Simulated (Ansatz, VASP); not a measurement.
# Ru: VASP beside Ansatz

```xyz
1
Lattice="0.0000 1.7767 2.0735 1.7767 0.0000 2.0735 1.7767 1.7767 0.0000" Properties=species:S:1:pos:R:3 pbc="T T T"
Ru    0.0000    0.0000    0.0000
```

Alike in both runs: task single point; functional PBE; k mesh 22 × 22 × 22; occupations gaussian, width 0.15 eV; no spin polarisation.

|  | VASP | Ansatz |
| --- | --- | --- |
| version | VASP 6.6.1 | Ansatz 0.2.0 |
| potentials or method | VASP PAW PBE potentials, release 64 (Ru_pv), cutoff 520 eV | scalar-relativistic, plane waves, PAW |
| valence electrons in the cell | 14 | 16 |

```csv
,VASP,Ansatz,Ansatz less VASP
gap on the k mesh at the Fermi level (eV),none,none,-
pressure (GPa),23.8,23.8,-0.03
"traceless stress, the component that is largest in VASP (GPa)",-33.95,-33.91,+0.039
```

A gap of «none» marks a metal or a gap that the smearing closes. With one functional, cell and mesh, what is left measures potentials, basis and numerics. VASP's potentials hold 14 valence electrons a cell and Ansatz's 16, so a difference there can come from the potentials and not from the codes.
